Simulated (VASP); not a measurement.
Here is a VASP 6.6.1 calculation.

INCAR

```
  ALGO = Normal
  EDIFF = 1E-6
  ENCUT = 500
  GGA = PE
  GGA_COMPAT = F
  ISIF = 2
  ISMEAR = 0
  LASPH = T
  LCHARG = F
  LREAL = F
  LWAVE = F
  NBANDS = 71
  NELM = 120
  PREC = Accurate
  SIGMA = 0.2
```

The input KPOINTS:

```
k-points
0
Gamma
  6 6 6
```

The input POSCAR:

```
Cr2Ge6Mo
1.0
    4.6291422311      0.0000000000      0.0000000000
    2.3145711156      4.0764305817      0.0000000000
    2.3145711156      0.0000000000      6.9354130547
Cr Ge Mo
2 6 1
Direct
    0.1670395542      0.0000000000      0.6659208916
    0.8329604458      0.0000000000      0.3340791084
    0.5088574092      0.3199255908      0.6623595908
    0.1712170000      0.3199255908      0.3376404092
    0.8391289130      0.3217421739      0.0000000000
    0.8287830000      0.6800744092      0.6623595908
    0.4911425908      0.6800744092      0.3376404092
    0.1608710870      0.6782578261      0.0000000000
    0.5000000000      0.0000000000      0.0000000000
```

Potentials or basis: VASP PAW PBE potentials, release 64 (Cr_pv, Ge_d, Mo_sv).

Run with:

```console
$ cat potpaw_PBE.64/Cr_pv/POTCAR potpaw_PBE.64/Ge_d/POTCAR potpaw_PBE.64/Mo_sv/POTCAR > POTCAR
$ mpirun -np 1 vasp_std > vasp.out
```

**Question.** What does it give for the band gap on the k mesh?

**Answer.** Zero (bands 61 and 62 overlap by 0.41 eV).

**Question.** Predict the largest force.

**Answer.** 0.017 eV/Å.

**Question.** What does it give for the pressure?

**Answer.** 0.2 GPa.

Stress tensor (GPa, compression positive):
```
0.10 0.00 0.00
0.00 0.39 0.00
0.00 0.00 0.15
```

Caveat: the run has no spin polarisation, though such a crystal can be magnetic. Spin polarisation is off, so any magnetic state and its effect on volume and gap are missing.
